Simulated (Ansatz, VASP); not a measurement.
Ge: VASP beside Ansatz

```
CELL_PARAMETERS angstrom
-1.60842 1.60842 1.87318
1.60842 -1.60842 1.87318
1.60842 1.60842 -1.87318
ATOMIC_POSITIONS crystal
Ge 0.50000 0.50000 0.00000
```

Alike in both runs: task relaxation of cell and atoms; functional revPBE; dispersion D4; k mesh 12 × 12 × 12; occupations fermi-dirac, width 0.05 eV; no spin polarisation.

```csv
,VASP,Ansatz
version,VASP 6.6.1,Ansatz 0.2.0
potentials or method,"VASP PAW PBE potentials, release 64 (Ge_d)",Ansatz PAW
plane-wave cutoff (eV),600,420
valence electrons in the cell,14,14
```

```csv
,VASP,Ansatz,Ansatz less VASP
"gap on the k mesh at the Fermi level, each at its own relaxed structure (eV)",none,none,-
relaxed volume (Å³/atom),18.41,18.30,-0.109
relaxed cell length with the largest relative difference (Å),2.897,2.914,+0.0162
```

VASP's potentials were made for PBE, not for revPBE. A gap of «none» marks a metal or a gap that the smearing closes.

Noted on Ansatz's run: the plane-wave basis is chosen anew once the cell has moved, so the energies of steps on either side of that aren't comparable.
